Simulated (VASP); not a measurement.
# Li2S (Fm-3m) in VASP: elastic constants with PBEsol

Aim: the elastic constants of Li2S with PBEsol.

Program: VASP 6.6.1. These are calculated values, not measurements. Logs are shortened: lines on timing, memory, paths and dates and some standing lists are left out, and cuts for length are marked.

## (1) The cell of the first run

Symmetry: Fm-3m, No. 225, cubic system. Conventional cell: a = 5.655 Å, b = 5.655 Å, c = 5.655 Å, α = 90.00°, β = 90.00°, γ = 90.00°. Li (site symmetry -43m) has 4 S at 2.45 Å and 6 Li at 2.83 Å within 3.2 Å. S (site symmetry m-3m) has 8 Li at 2.45 Å within 3.2 Å.

## (2) Elastic constants, PBEsol

Input file INCAR:

```
SYSTEM = Li2S
ALGO = Normal
EDIFF = 1E-8
ENCUT = 750
GGA = PS
GGA_COMPAT = .FALSE.
IBRION = 6
ISIF = 3
ISMEAR = 0
LASPH = .TRUE.
LCHARG = .FALSE.
LREAL = .FALSE.
LWAVE = .FALSE.
NELM = 120
NFREE = 2
NSW = 1
POTIM = 0.015
PREC = Accurate
SIGMA = 0.01
```

Input file KPOINTS:

```
k-points
0
G
  8 8 8
  0 0 0
```

Input file POSCAR:

```
Li2S
1.0
    0.0000000000      2.8273111174      2.8273111174
    2.8273111174      0.0000000000      2.8273111174
    2.8273111174      2.8273111174      0.0000000000
Li S
2 1
Direct
    0.2500000000      0.2500000000      0.2500000000
    0.7500000000      0.7500000000      0.7500000000
    0.0000000000      0.0000000000      0.0000000000
```

Potentials or basis: VASP PAW PBE potentials, release 64 (Li_sv, S).

Run with:

```
> cat potpaw_PBE.64/Li_sv/POTCAR potpaw_PBE.64/S/POTCAR > POTCAR
> mpirun -np 1 vasp_std > vasp.out
```

OUTCAR:

```text
SYSTEM = Li2S
   EDIFF = 1E-8
   ENCUT = 750
   GGA = PS
   IBRION = 6
   ISIF = 3
   ISMEAR = 0
   LASPH = .TRUE.
   LREAL = .FALSE.
   NELM = 120
   NFREE = 2
   NSW = 1
   POTIM = 0.015
   PREC = Accurate

 ion  position               nearest neighbor table
   1  0.250  0.250  0.250-   3 2.45   3 2.45   3 2.45   3 2.45
   2  0.750  0.750  0.750-   3 2.45   3 2.45   3 2.45   3 2.45
   3  0.000  0.000  0.000-   2 2.45   2 2.45   2 2.45   1 2.45   1 2.45   1 2.45   2 2.45   1 2.45

  LATTYP: Found a face centered cubic cell.
 ALAT       =     5.6546222348

  Lattice vectors:

 A1 = (   0.0000000000,   2.8273111174,   2.8273111174)
 A2 = (   2.8273111174,   0.0000000000,   2.8273111174)
 A3 = (   2.8273111174,   2.8273111174,   0.0000000000)

Analysis of symmetry for initial positions (statically):
=====================================================================
 Subroutine PRICEL returns:
 Original cell was already a primitive cell.

 Routine SETGRP: Setting up the symmetry group for a
 face centered cubic supercell.

 Subroutine GETGRP returns: Found 48 space group operations
 (whereof 48 operations were pure point group operations)
 out of a pool of 48 trial point group operations.

The static configuration has the point symmetry O_h .

Analysis of symmetry for dynamics (positions and initial velocities):
=====================================================================
 Subroutine PRICEL returns:
 Original cell was already a primitive cell.

 Routine SETGRP: Setting up the symmetry group for a
 face centered cubic supercell.

 Subroutine GETGRP returns: Found 48 space group operations
 (whereof 48 operations were pure point group operations)
 out of a pool of 48 trial point group operations.

The dynamic configuration has the point symmetry O_h .

 Subroutine INISYM returns: Found 48 space group operations
 (whereof 48 operations are pure point group operations),
 and found     1 'primitive' translations

----------------------------------------------------------------------------------------

                                     Primitive cell

  volume of cell :      45.2013

  direct lattice vectors                    reciprocal lattice vectors
     0.000000000  2.827311117  2.827311117    -0.176846473  0.176846473  0.176846473
     2.827311117  0.000000000  2.827311117     0.176846473 -0.176846473  0.176846473
     2.827311117  2.827311117  0.000000000     0.176846473  0.176846473 -0.176846473

  length of vectors
     3.998421727  3.998421727  3.998421727     0.306307077  0.306307077  0.306307077

  position of ions in fractional coordinates (direct lattice)
     0.250000000  0.250000000  0.250000000
     0.750000000  0.750000000  0.750000000
     0.000000000  0.000000000  0.000000000

  ion indices of the primitive-cell ions
   primitive index   ion index
                 1           1
                 2           2
                 3           3

----------------------------------------------------------------------------------------

 KPOINTS: k-points

Automatic generation of k-mesh.
 Grid dimensions read from file:
 generate k-points for:    8    8    8

 Generating k-lattice:

  Cartesian coordinates                     Fractional coordinates (reciprocal lattice)
    -0.022105809  0.022105809  0.022105809     0.125000000  0.000000000  0.000000000
     0.022105809 -0.022105809  0.022105809     0.000000000  0.125000000  0.000000000
     0.022105809  0.022105809 -0.022105809     0.000000000  0.000000000  0.125000000

  Length of vectors
     0.038288385  0.038288385  0.038288385

  Shift w.r.t. Gamma in fractional coordinates (k-lattice)
     0.000000000  0.000000000  0.000000000

 Subroutine IBZKPT returns following result:
 ===========================================

 Found     29 irreducible k-points:

 Following reciprocal coordinates:
            Coordinates               Weight
  0.000000  0.000000  0.000000      1.000000
  0.125000  0.000000  0.000000      8.000000
  0.250000  0.000000  0.000000      8.000000
[... 62 lines left out ...]
  Fermi-wavevector in a.u.,A,eV,Ry     =   1.052168  1.988309 15.062424  1.107057
  Thomas-Fermi vector in A             =   2.187240
   LORBIT       =      0    0 simple, 1 ext, 2 COOP (PROOUT), +10 PAW based schemes
   GGA     = PS    functional components
   LHFCALC =     F    Hartree Fock is set to
   AEXX    =    0.0000 exact exchange contribution
   IVDW    =     0    specifies the selected vdW correction
   LEPSILON=     F    determine dielectric tensor
   LRPA    =     F    only Hartree local field effects (RPA)
 finite differences with symmetry
 non-spin polarized calculation
 Gauss-broadening in eV      SIGMA  =   0.01
  energy-cutoff  :      750.00
  volume of cell :       45.20
 maximum number of plane-waves:      2148
   NGX = 17   NGY = 17   NGZ = 17

--------------------------------------- Ionic step        1  -------------------------------------------

 number of electron      11.9999996 magnetization

 Free energy of the ion-electron system (eV)
  ---------------------------------------------------
  ext. energy  EPLUGINS =         0.00000000
  ---------------------------------------------------
  free energy    TOTEN  =       -12.37688632 eV

  energy without entropy =      -12.37688632  energy(sigma->0) =      -12.37688632

------------------------ aborting loop because EDIFF is reached ----------------------------------------

  FORCE on cell =-STRESS in cart. coord.  units (eV):
  Direction    XX          YY          ZZ          XY          YZ          ZX
  --------------------------------------------------------------------------------------
  -------------------------------------------------------------------------------------
  Total       -0.0038393     -0.0038393     -0.0038393      0.0000000      0.0000000     -0.0000000
  in kB       -0.1360855     -0.1360855     -0.1360855      0.0000000      0.0000000     -0.0000000
  external PRESSURE =      -0.1360855 kB  Pullay stress =       0.0000000 kB
[... 92 lines left out ...]
  FREE ENERGIE OF THE ION-ELECTRON SYSTEM (eV)
  ---------------------------------------------------
  free  energy   TOTEN  =       -12.3741425027 eV

  energy  without entropy=      -12.3741425027  energy(sigma->0) =      -12.37414250

[... ionic steps 4 to 14 ...]

--------------------------------------- Ionic step       15  -------------------------------------------

 number of electron      11.9999997 magnetization

------------------------ aborting loop because EDIFF is reached ----------------------------------------
[... 69 lines left out ...]
--------------------------------------- Ionic step       17  -------------------------------------------

 number of electron      11.9999996 magnetization

 Free energy of the ion-electron system (eV)
  ---------------------------------------------------
  ext. energy  EPLUGINS =         0.00000000
  ---------------------------------------------------
  free energy    TOTEN  =       -12.37642915 eV

  energy without entropy =      -12.37642915  energy(sigma->0) =      -12.37642915

 E-fermi :   1.6590     XC(G=0):  -8.7269

 val. band max:        1.5541428896   @ k =   0.0000   0.0000   0.0000
 cond. band min:       4.7584142672   @ k =   0.5000   0.5000   0.0000
 fundamental gap:      3.2042713776
 Fermi energy:         1.6589834534

 k-point     1 :       0.0000    0.0000    0.0000
  band No.  band energies     occupation
      1     -41.8945      2.00000
      2     -41.8446      2.00000
      3      -9.5285      2.00000
      4       1.5535      2.00000
      5       1.5535      2.00000
      6       1.5541      2.00000
      7       5.7709      0.00000
      8       7.7133      0.00000
      9       7.7137      0.00000
     10       7.7137      0.00000
[... 287 lines left out ...]
 k-point    24 :      -0.3750    0.2500    0.1250
  band No.  band energies     occupation
      1     -41.8684      2.00000
      2     -41.8683      2.00000
      3      -8.9990      2.00000
      4      -1.1410      2.00000
      5       0.2564      2.00000
      6       0.6035      2.00000
      7       7.3096      0.00000
      8       8.1694      0.00000
      9       9.9049      0.00000
     10      10.5563      0.00000

 [... further k-points ...]

------------------------ aborting loop because EDIFF is reached ----------------------------------------

  FORCE on cell =-STRESS in cart. coord.  units (eV):
  Direction    XX          YY          ZZ          XY          YZ          ZX
  --------------------------------------------------------------------------------------
  -------------------------------------------------------------------------------------
  Total       -0.0033844     -0.0021100     -0.0021100      0.0000000      0.0000000      0.0000000
  in kB       -0.1199600     -0.0747914     -0.0747914      0.0000000      0.0000000      0.0000000
  external PRESSURE =      -0.0898476 kB  Pullay stress =       0.0000000 kB
[... 18 lines left out ...]
  FREE ENERGIE OF THE ION-ELECTRON SYSTEM (eV)
  ---------------------------------------------------
  free  energy   TOTEN  =       -12.3764291486 eV

  energy  without entropy=      -12.3764291486  energy(sigma->0) =      -12.37642915

 INTERNAL STRAIN TENSORS FROM STRAINED CELLS
 ============================================

 INTERNAL STRAIN TENSOR FOR ION    1 for displacements in x,y,z  (eV/Angst):
          X           Y           Z          XY          YZ          ZX
  --------------------------------------------------------------------------------
  x    -0.00000     0.00000     0.00000     0.00000    -1.39315     0.00000
  y     0.00000    -0.00000     0.00000     0.00000     0.00000    -1.39295
  z     0.00000     0.00000     0.00000    -1.39264     0.00000     0.00000

 INTERNAL STRAIN TENSORS FROM DISPLACED ATOMS
 ============================================

 INTERNAL STRAIN TENSOR FOR ION    1 for displacements in x,y,z  (eV/Angst):
          X           Y           Z          XY          YZ          ZX
  --------------------------------------------------------------------------------
  x     0.00000     0.00000     0.00000     0.00000    -1.39209     0.00000
  y     0.00000     0.00000     0.00000     0.00000     0.00000    -1.39209
  z     0.00000     0.00000     0.00000    -1.39209     0.00000     0.00000

 INTERNAL STRAIN TENSOR FOR ION    3 for displacements in x,y,z  (eV/Angst):
          X           Y           Z          XY          YZ          ZX
  --------------------------------------------------------------------------------
  x     0.00000     0.00000     0.00000     0.00000     0.00000     0.00000
  y     0.00000     0.00000     0.00000     0.00000     0.00000     0.00000
  z     0.00000     0.00000     0.00000     0.00000     0.00000     0.00000

 Eigenvectors and eigenvalues of the dynamical matrix
 ----------------------------------------------------

   1 f  =   11.524160 THz    72.408433 2PiTHz  384.404603 cm-1    47.660075 meV
             X         Y         Z           dx          dy          dz
      1.413656  1.413656  1.413656    -0.211345   -0.091083   -0.668608
      4.240967  4.240967  4.240967     0.211345    0.091083    0.668608
      0.000000  0.000000  0.000000     0.000000   -0.000000    0.000000
[... 43 lines left out ...]
   9 f/i=    0.003364 THz     0.021134 2PiTHz    0.112198 cm-1     0.013911 meV
             X         Y         Z           dx          dy          dz
      1.413656  1.413656  1.413656     0.036526    0.171604   -0.348537
      4.240967  4.240967  4.240967     0.036526    0.171604   -0.348537
      0.000000  0.000000  0.000000     0.078064    0.366756   -0.744900

--------------------------------------------------------------------------------------------------------

 ELASTIC MODULI CONTR FROM IONIC RELAXATION (kBar)
 Direction    XX          YY          ZZ          XY          YZ          ZX
 --------------------------------------------------------------------------------
 XX          -0.0000     -0.0000     -0.0000      0.0000      0.0000      0.0000
 YY          -0.0000     -0.0000     -0.0000      0.0000      0.0000      0.0000
 ZZ          -0.0000     -0.0000     -0.0000     -0.0000      0.0000      0.0000
 XY           0.0000      0.0000     -0.0000    -36.0655      0.0000     -0.0000
 YZ           0.0000      0.0000      0.0000      0.0000    -36.0655     -0.0000
 ZX           0.0000      0.0000      0.0000     -0.0000     -0.0000    -36.0655
 --------------------------------------------------------------------------------

 TOTAL ELASTIC MODULI (kBar)
 Direction    XX          YY          ZZ          XY          YZ          ZX
 --------------------------------------------------------------------------------
 XX         870.2756    207.7436    207.7436      0.0000     -0.0000     -0.0000
 YY         207.7436    870.2756    207.7436     -0.0000     -0.0000      0.0000
 ZZ         207.7436    207.7436    870.2756     -0.0000     -0.0000     -0.0000
 XY           0.0000     -0.0000     -0.0000    347.2803      0.0000     -0.0000
 YZ          -0.0000     -0.0000     -0.0000      0.0000    347.2803     -0.0000
 ZX          -0.0000      0.0000     -0.0000     -0.0000     -0.0000    347.2803
 --------------------------------------------------------------------------------
```

Wall time 4.7 min (1 thread of Intel Xeon 6975P-C (Granite Rapids), shared host); peak memory 0.35 GiB.

What came out:

- Elastic constants C11, C12, C44: 87, 21, 35 GPa
- Voigt bulk modulus: 43 GPa
- Highest phonon frequency at Γ, LO-TO splitting left out: 384 cm⁻¹

Phonon frequencies in cm⁻¹ (negative: imaginary):
```
              q point                    frequencies
(0.000, 0.000, 0.000)  0 0 0 336 336 336 384 384 384
```

Elastic tensor in Voigt notation (GPa, in the Cartesian axes of the cell as first typed):
```
87 21 21  0  0  0
21 87 21  0  0  0
21 21 87  0  0  0
 0  0  0 35  0  0
 0  0  0  0 35  0
 0  0  0  0  0 35
```

Clamped-ion elastic tensor (GPa):
```
87 21 21  0  0  0
21 87 21  0  0  0
21 21 87  0  0  0
 0  0  0 38  0  0
 0  0  0  0 38  0
 0  0  0  0  0 38
```

Caveat: the PAW data sets were made with another functional, which shifts forces and pressure a little.
